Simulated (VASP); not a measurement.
CdS3, 4 atoms in the cell. The structure is hexagonal, space group P6/mmm (No. 191). The conventional cell has a = 4.777 Å, b = 4.777 Å, c = 4.958 Å, α = 90.00°, β = 90.00°, γ = 120.00°. Cd (site symmetry 6/mmm) has 8 S at 2.48 to 2.76 Å within 3.3 Å. S (site symmetry 6/mmm) has 2 Cd at 2.48 Å within 3.3 Å. Within 3.6 Å of S (site symmetry -6m2) lie 3 S at 2.76 Å and 3 Cd at 2.76 Å. 

| Item | Value |
| --- | --- |
| Program | VASP 6.6.1 |
| Task | single point |
| Functional | PBE |
| Potentials or basis | VASP PAW PBE potentials, release 64 (Cd, S) |
| Cutoff | 500 eV |
| k mesh | 6 × 6 × 2 |
| Occupations | gaussian, width 0.1 eV |
| Spin | no spin polarisation |
| Dipole correction | no |
| Further INCAR settings | ALGO = Normal; EDIFF = 1e-06; NBANDS = 23 |

Potentials or basis: VASP PAW PBE potentials, release 64 (Cd, S).

Run with:

```console
$ cat potpaw_PBE.64/Cd/POTCAR potpaw_PBE.64/S/POTCAR > POTCAR
$ mpirun -np 1 vasp_std > vasp.out
```

Hardware: 1 thread of Intel(R) Xeon(R) Platinum 8488C (Sapphire Rapids) (shared host).

Estimate the wall time of this run.

Run time: 22 s on 1 thread of Intel(R) Xeon(R) Platinum 8488C (Sapphire Rapids) (shared host), peak memory 0.2 GiB. Counts: scf iterations 14, k points 14.
